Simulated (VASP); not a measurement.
# Gd: single point with PBE

The system is Gd.

```
Gd
1.0
     2.61999    0.00000    0.00000
    -1.31000    2.26898    0.00000
     0.00000    0.00000    4.52576
Gd
2
Direct
  0.33333 0.66667 0.25000
  0.66667 0.33333 0.75000
```

| Property | Result |
| --- | --- |
| Program | VASP 6.6.1 |
| Task | single point |
| Functional | PBE |
| Potentials or basis | VASP PAW PBE potentials, release 64 (Gd) |
| Cutoff | 520 eV |
| k mesh | 12 × 12 × 7 |
| Occupations | fermi-dirac, width 0.05 eV |
| Spin | collinear spin, ferromagnetic start |
| Starting moments | [7.0, 7.0] μB |
| Dipole correction | no |
| Further INCAR settings | ALGO = Normal; EDIFF = 1e-06; NBANDS = 29 |

The pressure is 125.7 GPa, the net moment is 13.19 μB per cell and the site moments are Gd +6.40 μB. The valence electrons inside the program's atomic spheres are Gd 16.30.

Stress tensor (GPa, compression positive):
```
125.99   0.00   0.00
  0.00 125.99   0.00
  0.00   0.00 125.18
```

Levels at points of the mesh, in eV from the Fermi level:
Spin up:
```tsv
k point	band 22	band 23	band 24	band 25	band 26	band 27
(0.00, 0.00, 0.00)	-2.89	-2.64	-2.62	0.71	1.98	1.98
(0.50, 0.00, 0.00)	-2.84	-2.69	-2.45	-2.28	1.73	3.01
```
Spin down:
```
           k point  band 7  band 8  band 9  band 10  band 11  band 12  band 13  band 14  band 15  band 16
(0.00, 0.00, 0.00)  -16.26  -16.26   -2.52    -1.83    -0.42     0.27     0.42     1.12     1.12     1.43
(0.50, 0.00, 0.00)  -18.86  -17.61   -4.55    -3.36    -1.76     0.17     0.73     1.35     1.36     1.48
```

Wall time 8.5 min on 1 thread of Intel Xeon 8259CL, with other jobs on the host, peak memory 0.23 GiB.

Caveat: the cell stands under pressure; spin-orbit coupling is left out, which moves the levels of the heavy elements; semilocal functionals describe open f shells poorly, which spoils levels, moments and volumes. The state reached can hang on the start; a lower one may exist.
